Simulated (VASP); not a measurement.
Set up this calculation in VASP 6.6.1, as the native input.

```
Task                   : single point
Functional             : BLYP
Dispersion             : D4
Potentials or basis    : VASP PAW PBE potentials, release 64 (Si, C)
Cutoff                 : 600 eV
k mesh                 : 10 × 10 × 10
Occupations            : fermi-dirac, width 0.05 eV
Spin                   : no spin polarisation
Dipole correction      : no
Further INCAR settings : ALGO = Normal; EDIFF = 1e-06; NBANDS = 11
```

The structure of SiC (Moissanite 3C) lies in POSCAR:

```
SiC
1.0
    0.0000000000      2.1345181309      2.1345181309
    2.1345181309      0.0000000000      2.1345181309
    2.1345181309      2.1345181309      0.0000000000
Si C
1 1
Direct
    0.0000000000      0.0000000000      0.0000000000
    0.7500000000      0.7500000000      0.7500000000
```

The input as run:

INCAR

```
  PREC = Accurate
  ENCUT = 600
  EDIFF = 1E-6
  ISMEAR = -1
  SIGMA = 0.05
  LREAL = False
  LASPH = True
  NELM = 120
  ALGO = Normal
  ISIF = 2
  LWAVE = False
  LCHARG = False
  GGA = B5
  ALDAX = 1.0
  AGGAX = 1.0
  AGGAC = 1.0
  ALDAC = 0.0
  IVDW = 13
  VDW_S6 = 1.0
  VDW_S8 = 2.34076671
  VDW_A1 = 0.44488865
  VDW_A2 = 4.0933009
  NBANDS = 11
  GGA_COMPAT = False
```

KPOINTS

```
regular mesh
0
Gamma
  10 10 10
```

Potentials or basis: VASP PAW PBE potentials, release 64 (Si, C).

Launch:

```sh
$ cat potpaw_PBE.64/Si/POTCAR potpaw_PBE.64/C/POTCAR > POTCAR
$ mpirun -np 1 vasp_std > vasp.out
```

Results of the run:

* Pressure: 14.3 GPa
* Band gap on the k mesh: 1.66 eV, indirect (least direct gap 4.91 eV)
* Dispersion energy per atom: -0.677 eV

Caveat: the PAW data sets were made with another functional, which shifts forces and pressure a little.

It took 26 s on 1 thread of AMD EPYC 7R43 64-Core Processor (Zen 3), on a shared host, peak memory 0.1 GiB.
